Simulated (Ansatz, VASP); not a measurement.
One calculation of TiPt5, two programs

```
Ti Pt
1.0
     0.00000    3.67896    3.67896
     3.67896    0.00000    3.67896
     3.67896    3.67896    0.00000
Ti Pt
1 5
Direct
  0.00000 0.00000 0.00000
  0.75000 0.75000 0.75000
  0.37519 0.37519 0.87444
  0.37519 0.87444 0.37519
  0.87444 0.37519 0.37519
  0.37519 0.37519 0.37519
```

Change from the starting cell: species swapped into the ZrCu5 type (F-43m, No. 216).

Alike in both runs: functional PBE; k mesh 10 × 10 × 10; occupations gaussian, width 0.1 eV; no spin polarisation.

Ansatz relaxed the structure, and its values are those at the end. VASP's run is a single point on that final structure, the one shown.

|  | VASP | Ansatz |
| --- | --- | --- |
| version | VASP 6.6.1 | Ansatz 0.2.0 |
| potentials or method | VASP PAW PBE potentials, release 64 (Ti_sv, Pt), cutoff 520 eV | scalar-relativistic, plane waves, PAW |
| valence electrons in the cell | 62 | 102 |

```csv
,VASP,Ansatz,Ansatz less VASP
gap on the k mesh at the Fermi level (eV),none,none,-
pressure (GPa),-0.4,0.0,+0.39
```

A gap of «none» marks a metal or a gap that the smearing closes. The functional is the same, so the differences come from potentials, cutoffs and numerics. VASP's potentials hold 62 valence electrons a cell and Ansatz's 102, so a difference there can come from the potentials and not from the codes.

Spin-orbit coupling is off throughout.
